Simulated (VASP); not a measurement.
# PbI2 (P-3m1) in VASP: single point with PBE

Aim: the single point of PbI2 with PBE.

Program: VASP 6.6.1. These are calculated values, not measurements. Logs are shortened: lines on timing, memory, paths and dates and some standing lists are left out, and cuts for length are marked.

### 1 The cell of the first run

Symmetry: P-3m1, No. 164, trigonal system. The conventional cell has a = 4.564 Å, b = 4.564 Å, c = 7.048 Å, α = 90.00°, β = 90.00°, γ = 120.00°. Within 4.3 Å of Pb (site symmetry -3m) lie 6 I at 3.24 Å. Within 4.3 Å of I (site symmetry 3m) lie 3 Pb at 3.24 Å and 3 I at 4.21 Å.

### 2 Single point, PBE

File INCAR:

```
SYSTEM = PbI2
PREC = Accurate
ENCUT = 500
EDIFF = 1E-6
ISMEAR = 0
SIGMA = 0.01
LREAL = .False.
LASPH = .True.
NELM = 120
ALGO = Normal
ISIF = 2
LWAVE = .False.
LCHARG = .True.
GGA = PE
LELF = .True.
LVHAR = .True.
NBANDS = 21
GGA_COMPAT = .False.
```

File KPOINTS:

```
regular mesh
0
Gamma
  6 6 4
  0 0 0
```

File POSCAR:

```
PbI2
1.0
    4.5640817624      0.0000000000      0.0000000000
   -2.2820408812      3.9526107512      0.0000000000
    0.0000000000      0.0000000000      7.0475119681
Pb I
1 2
Direct
    0.0000000000      0.0000000000      0.0000000000
    0.3333333333      0.6666666667      0.2667068027
    0.6666666667      0.3333333333      0.7332931973
```

Potentials or basis: VASP PAW PBE potentials, release 64 (Pb_d, I).

Launch:

```sh
cat potpaw_PBE.64/Pb_d/POTCAR potpaw_PBE.64/I/POTCAR > POTCAR
mpirun -np 1 vasp_std > vasp.out
```

OUTCAR:

```text
SYSTEM = PbI2
   PREC = Accurate
   ENCUT = 500
   EDIFF = 1E-6
   ISMEAR = 0
   LREAL = .False.
   LASPH = .True.
   NELM = 120
   ISIF = 2
   GGA = PE

 ion  position               nearest neighbor table
   1  0.000  0.000  0.000-   2 3.24   3 3.24   3 3.24   2 3.24   3 3.24   2 3.24
   2  0.333  0.667  0.267-   1 3.24   1 3.24   1 3.24
   3  0.667  0.333  0.733-   1 3.24   1 3.24   1 3.24

  LATTYP: Found a hexagonal cell.
 ALAT       =     4.5640817624
 C/A-ratio  =     1.5441248284

  Lattice vectors:

 A1 = (   4.5640817624,   0.0000000000,   0.0000000000)
 A2 = (  -2.2820408812,   3.9526107512,   0.0000000000)
 A3 = (   0.0000000000,   0.0000000000,   7.0475119681)

Analysis of symmetry for initial positions (statically):
=====================================================================
 Subroutine PRICEL returns:
 Original cell was already a primitive cell.

 Routine SETGRP: Setting up the symmetry group for a
 hexagonal supercell.

 Subroutine GETGRP returns: Found 12 space group operations
 (whereof 12 operations were pure point group operations)
 out of a pool of 24 trial point group operations.

The static configuration has the point symmetry D_3d.

Analysis of symmetry for dynamics (positions and initial velocities):
=====================================================================
 Subroutine PRICEL returns:
 Original cell was already a primitive cell.

 Routine SETGRP: Setting up the symmetry group for a
 hexagonal supercell.

 Subroutine GETGRP returns: Found 12 space group operations
 (whereof 12 operations were pure point group operations)
 out of a pool of 24 trial point group operations.

The dynamic configuration has the point symmetry D_3d.

 Subroutine INISYM returns: Found 12 space group operations
 (whereof 12 operations are pure point group operations),
 and found     1 'primitive' translations

----------------------------------------------------------------------------------------

                                     Primitive cell

  volume of cell :     127.1374

  direct lattice vectors                    reciprocal lattice vectors
     4.564081762  0.000000000  0.000000000     0.219102122  0.126498669  0.000000000
    -2.282040881  3.952610751  0.000000000     0.000000000  0.252997338  0.000000000
     0.000000000  0.000000000  7.047511968     0.000000000  0.000000000  0.141894048

  length of vectors
     4.564081762  4.564081762  7.047511968     0.252997338  0.252997338  0.141894048

  position of ions in fractional coordinates (direct lattice)
     0.000000000  0.000000000  0.000000000
     0.333333333  0.666666667  0.266706803
     0.666666667  0.333333333  0.733293197

  ion indices of the primitive-cell ions
   primitive index   ion index
                 1           1
                 2           2
                 3           3

----------------------------------------------------------------------------------------

 KPOINTS: regular mesh

Automatic generation of k-mesh.
 Grid dimensions read from file:
 generate k-points for:    6    6    4

 Generating k-lattice:

  Cartesian coordinates                     Fractional coordinates (reciprocal lattice)
     0.036517020  0.021083112  0.000000000     0.166666667 -0.000000000  0.000000000
     0.000000000  0.042166223  0.000000000     0.000000000  0.166666667  0.000000000
     0.000000000  0.000000000  0.035473512     0.000000000  0.000000000  0.250000000

  Length of vectors
     0.042166223  0.042166223  0.035473512

  Shift w.r.t. Gamma in fractional coordinates (k-lattice)
     0.000000000  0.000000000  0.000000000

 Subroutine IBZKPT returns following result:
 ===========================================

 Found     24 irreducible k-points:

 Following reciprocal coordinates:
            Coordinates               Weight
  0.000000  0.000000  0.000000      1.000000
  0.166667  0.000000  0.000000      6.000000
  0.333333  0.000000  0.000000      6.000000
  0.500000 -0.000000  0.000000      3.000000
  0.166667  0.166667  0.000000      6.000000
  0.333333  0.166667  0.000000     12.000000
[... 16 lines left out ...]
  0.333333  0.166667  0.500000     12.000000
  0.333333  0.333333  0.500000      2.000000
   k-points           NKPTS =     24   k-points in BZ     NKDIM =     24   number of bands    NBANDS=     21
   number of dos      NEDOS =    301   number of ions     NIONS =      3
   total plane-waves  NPLWV =  69984
   dimension x,y,z NGX =    36 NGY =   36 NGZ =   54
   dimension x,y,z NGXF=    72 NGYF=   72 NGZF=  108
   ions per type =               1   2
   NGX,Y,Z   is equivalent  to a cutoff of  13.11, 13.11, 12.74 a.u.
   NGXF,Y,Z  is equivalent  to a cutoff of  26.23, 26.23, 25.48 a.u.
 SYSTEM =  PbI2
   PREC   = accura    normal or accurate (medium, high low for compatibility)
   ISTART =      0    job   : 0-new  1-cont  2-samecut
   ICHARG =      2    charge: 1-file 2-atom 10-const
   ISPIN  =      1    spin polarized calculation?
   LNONCOLLINEAR =      F non collinear calculations
   LSORBIT =      F    spin-orbit coupling
   LASPH  =      T    aspherical Exc in radial PAW
   ENCUT  =  500.0 eV  36.75 Ry    6.06 a.u.   8.32  8.32 12.85*2*pi/ulx,y,z
   NELM   =    120;   NELMIN=  2; NELMDL= -5     # of ELM steps
   EDIFF  = 0.1E-05   stopping-criterion for ELM
   LREAL  =      F    real-space projection
   EDIFFG = 0.1E-04   stopping-criterion for IOM
   NSW    =      0    number of steps for IOM
   IBRION =     -1    ionic relax: 0-MD 1-quasi-New 2-CG
   NFREE  =      0    steps in history (QN), initial steepest desc. (CG)
   ISIF   =      2    stress and relaxation
   ISYM   =      2    0-nonsym 1-usesym 2-fastsym
   POTIM  = 0.5000    time-step for ionic-motion
   TEBEG  =    0.0;   TEEND  =   0.0 temperature during run
   PSTRESS=    0.0 pullay stress
   NELECT =      28.0000    total number of electrons
   NUPDOWN=      -1.0000    fix difference up-down
   EMIN   =  10.00;   EMAX   =-10.00  energy-range for DOS
   EFERMI =   0.00;   METHOD = LEGACY
   ISMEAR =     0;   SIGMA  =   0.01  broadening in eV -4-tet -1-fermi 0-gaus
   EFERMI_NEDOS =   21; number of points for ismear=-14 and -15
   IALGO  =     38    algorithm
   IMIX   =      4    mixing-type and parameters
     AMIX     =   0.40;   BMIX     =  1.00
     AMIX_MAG =   1.60;   BMIX_MAG =  1.00
  volume/ion in A,a.u.               =      42.38       285.99
  Fermi-wavevector in a.u.,A,eV,Ry     =   0.988636  1.868251 13.298349  0.977401
  Thomas-Fermi vector in A             =   2.120177
   LORBIT       =      0    0 simple, 1 ext, 2 COOP (PROOUT), +10 PAW based schemes
   GGA     = PE    functional components
   LHFCALC =     F    Hartree Fock is set to
   AEXX    =    0.0000 exact exchange contribution
   IVDW    =     0    specifies the selected vdW correction
   LEPSILON=     F    determine dielectric tensor
   LRPA    =     F    only Hartree local field effects (RPA)
 non-spin polarized calculation
 Gauss-broadening in eV      SIGMA  =   0.01
  energy-cutoff  :      500.00
  volume of cell :      127.14
 maximum number of plane-waves:      3251
 NGX is ok and might be reduce to    36
   NGX = 17   NGY = 17   NGZ = 25

 number of electron      27.9999999 magnetization

 Free energy of the ion-electron system (eV)
  ---------------------------------------------------
  ext. energy  EPLUGINS =         0.00000000
  ---------------------------------------------------
  free energy    TOTEN  =        -8.57054465 eV

  energy without entropy =       -8.57054465  energy(sigma->0) =       -8.57054465

 E-fermi :   2.6711     XC(G=0):  -8.0743

 val. band max:        2.5560519616   @ k =   0.0000   0.0000   0.5000
 cond. band min:       4.7861122804   @ k =   0.0000   0.0000   0.5000
 fundamental gap:      2.2300603188
 Fermi energy:         2.6710975806

 k-point     1 :       0.0000    0.0000    0.0000
  band No.  band energies     occupation
      1     -13.5889      2.00000
      2     -13.5889      2.00000
      3     -13.5753      2.00000
      4     -13.5686      2.00000
      5     -13.5686      2.00000
      6      -9.5971      2.00000
[... 13 lines left out ...]
     20      10.3812      0.00000
     21      10.4610      0.00000

 k-point     2 :       0.1667    0.0000    0.0000
  band No.  band energies     occupation
      1     -13.5976      2.00000
      2     -13.5855      2.00000
      3     -13.5731      2.00000
      4     -13.5701      2.00000
      5     -13.5675      2.00000
      6      -9.4768      2.00000
[... 13 lines left out ...]
     20       9.9375      0.00000
     21      10.5602      0.00000

 k-point     3 :       0.3333    0.0000    0.0000
  band No.  band energies     occupation
      1     -13.6167      2.00000
      2     -13.5821      2.00000
      3     -13.5757      2.00000
      4     -13.5641      2.00000
      5     -13.5618      2.00000
      6      -9.1827      2.00000
[... 13 lines left out ...]
     20      10.8038      0.00000
     21      11.3586      0.00000

 k-point     4 :       0.5000   -0.0000    0.0000
  band No.  band energies     occupation
      1     -13.6265      2.00000
      2     -13.5817      2.00000
      3     -13.5774      2.00000
      4     -13.5605      2.00000
      5     -13.5577      2.00000
      6      -8.9679      2.00000
[... 13 lines left out ...]
     20      11.5449      0.00000
     21      12.2926      0.00000

 k-point     5 :       0.1667    0.1667    0.0000
  band No.  band energies     occupation
      1     -13.6085      2.00000
      2     -13.5860      2.00000
      3     -13.5721      2.00000
      4     -13.5698      2.00000
      5     -13.5625      2.00000
      6      -9.2672      2.00000
[... 13 lines left out ...]
     20      10.5330      0.00000
     21      11.2152      0.00000
[... 382 lines left out ...]
     20      10.7180      0.00000
     21      11.4210      0.00000

 k-point    22 :       0.1667    0.1667    0.5000
  band No.  band energies     occupation
      1     -13.6087      2.00000
      2     -13.5860      2.00000
      3     -13.5721      2.00000
      4     -13.5698      2.00000
      5     -13.5625      2.00000
      6      -9.1364      2.00000
[... 13 lines left out ...]
     20      10.1890      0.00000
     21      10.4127      0.00000

 k-point    23 :       0.3333    0.1667    0.5000
  band No.  band energies     occupation
      1     -13.6186      2.00000
      2     -13.5889      2.00000
      3     -13.5735      2.00000
      4     -13.5639      2.00000
      5     -13.5593      2.00000
      6      -8.9101      2.00000
[... 13 lines left out ...]
     20      10.6740      0.00000
     21      10.8146      0.00000

 k-point    24 :       0.3333    0.3333    0.5000
  band No.  band energies     occupation
      1     -13.6056      2.00000
      2     -13.6056      2.00000
      3     -13.5662      2.00000
      4     -13.5662      2.00000
      5     -13.5625      2.00000
      6      -8.8056      2.00000
[... 13 lines left out ...]
     20      10.2750      0.00000
     21      10.6953      0.00000

------------------------ aborting loop because EDIFF is reached ----------------------------------------

  FORCE on cell =-STRESS in cart. coord.  units (eV):
  Direction    XX          YY          ZZ          XY          YZ          ZX
  --------------------------------------------------------------------------------------
  -------------------------------------------------------------------------------------
  Total        1.0002567      1.0002567      0.9546261      0.0000000      0.0000000      0.0000000
  in kB       12.6051719     12.6051719     12.0301374      0.0000000      0.0000000      0.0000000
  external PRESSURE =      12.4134937 kB  Pullay stress =       0.0000000 kB

 VOLUME and BASIS-vectors are now :
 -----------------------------------------------------------------------------
  energy-cutoff  :      500.00
  volume of cell :      127.14
      direct lattice vectors                 reciprocal lattice vectors
     4.564081762  0.000000000  0.000000000     0.219102122  0.126498669  0.000000000
    -2.282040881  3.952610751  0.000000000     0.000000000  0.252997338  0.000000000
     0.000000000  0.000000000  7.047511968     0.000000000  0.000000000  0.141894048

 POSITION                                       TOTAL-FORCE (eV/Angst)
 -----------------------------------------------------------------------------------
      0.00000      0.00000      0.00000        -0.000000      0.000000      0.000000
     -0.00000      2.63507      1.87962        -0.000000     -0.000000      0.046036
      2.28204      1.31754      5.16789         0.000000      0.000000     -0.046036
 -----------------------------------------------------------------------------------
    total drift:                                0.000000     -0.000000     -0.000000

  FREE ENERGIE OF THE ION-ELECTRON SYSTEM (eV)
  ---------------------------------------------------
  free  energy   TOTEN  =        -8.5705446455 eV

  energy  without entropy=       -8.5705446455  energy(sigma->0) =       -8.57054465
```

Wall time 30 s (1 thread of AMD EPYC 9R45 (Zen 5), shared host); peak memory 0.23 GiB.

What came out:

* Free energy: -8.5705 eV
* Pressure: 1.2 GPa
* Largest force: 0.046 eV/Å
* Band gap on the k mesh: 2.23 eV, direct

Forces on the atoms (eV/Å):
```
Pb   0.000  0.000  0.000
I    0.000  0.000  0.046
I    0.000  0.000 -0.046
```

Levels at points of the mesh, in eV from the valence-band top:
```csv
k point,band 10,band 11,band 12,band 13,band 14,band 15,band 16,band 17,band 18,band 19
"(0.00, 0.00, 0.00)",-0.98,-0.98,-0.90,-0.90,-0.74,2.49,3.34,3.34,6.38,7.39
"(0.50, 0.00, 0.00)",-2.37,-2.02,-1.57,-0.76,-0.39,2.84,3.64,4.61,5.08,8.04
"(0.00, 0.00, 0.50)",-1.11,-1.11,-0.72,-0.72,0.00,2.23,3.17,3.17,6.37,7.34
"(0.50, 0.00, 0.50)",-1.81,-1.72,-1.33,-1.12,-0.69,3.17,3.68,4.07,5.78,7.52
```

Caveat: spin-orbit coupling is left out, which moves the levels of the heavy elements; this functional lacks dispersion, which binds the layers, so the pressure and a relaxed spacing across them are unreliable.
